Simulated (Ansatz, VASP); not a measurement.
**Si in VASP and in Ansatz**

```
Si
1.0
     0.00000    5.43000    5.43000
     5.43000    0.00000    5.43000
     5.43000    5.43000    0.00000
Si
17
Direct
  0.00265 0.99702 0.99698
  0.13001 0.12340 0.12334
  0.00249 0.99707 0.50349
  0.12445 0.12616 0.62473
  0.00244 0.50357 0.99704
  0.12441 0.62478 0.12615
  0.00008 0.49998 0.49997
  0.12431 0.62479 0.62474
  0.49873 0.00067 0.00051
  0.62254 0.12307 0.12297
  0.49680 0.99700 0.50325
  0.62236 0.12307 0.63186
  0.49676 0.50337 0.99692
  0.62230 0.63203 0.12296
  0.49664 0.50339 0.50326
  0.62628 0.62469 0.62461
  0.74876 0.25066 0.25050
```

Alike in both runs: functional PBEsol; k mesh 2 × 2 × 2; occupations gaussian, width 0.05 eV; no spin polarisation.

Ansatz relaxed the structure, and its values are those at the end. VASP's run is a single point on that final structure, the one shown.

```csv
,VASP,Ansatz
version,VASP 6.6.1,Ansatz 0.2.0
potentials or method,"VASP PAW PBE potentials, release 64 (Si), cutoff 520 eV","scalar-relativistic, plane waves, PAW"
valence electrons in the cell,68,68
```

```csv
,VASP,Ansatz,Ansatz less VASP
rms of the force components (eV/Å),0.012,0.012,+0.0002
```

VASP's potentials were made for PBE, not for PBEsol. With one functional, cell and mesh, what is left measures potentials, basis and numerics.

The k mesh is coarse, so the values compare programs but aren't converged.
